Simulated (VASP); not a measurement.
As, 2 atoms in the cell. The cell holds a sheet with vacuum, 2 atoms: a = 3.571 Å, b = 3.571 Å, c = 17.398 Å, α = 90.00°, β = 90.00°, γ = 120.00°. 

- Program: VASP 6.6.1
- Task: single point
- Functional: PBE
- Potentials or basis: VASP PAW PBE potentials, release 64 (As)
- Cutoff: 400 eV
- k mesh: 12 × 12 × 1
- Occupations: gaussian, width 0.03 eV
- Spin: no spin polarisation
- Dipole correction: yes
- Further INCAR settings: ALGO = Normal; EDIFF = 1e-06; NBANDS = 12; NELMDL = -8

Potentials or basis: VASP PAW PBE potentials, release 64 (As).

The run is started by

```bash
$ cat potpaw_PBE.64/As/POTCAR > POTCAR
$ mpirun -np 1 vasp_std > vasp.out
```

Hardware: 1 thread of Intel(R) Xeon(R) 6975P-C (Granite Rapids), with other jobs on the host.

Q: How long does it take, and how much memory?

A: Wall time 18 s on 1 thread of Intel(R) Xeon(R) 6975P-C (Granite Rapids), with other jobs on the host, peak memory 0.24 GiB. Counts: scf iterations 21, k points 19.
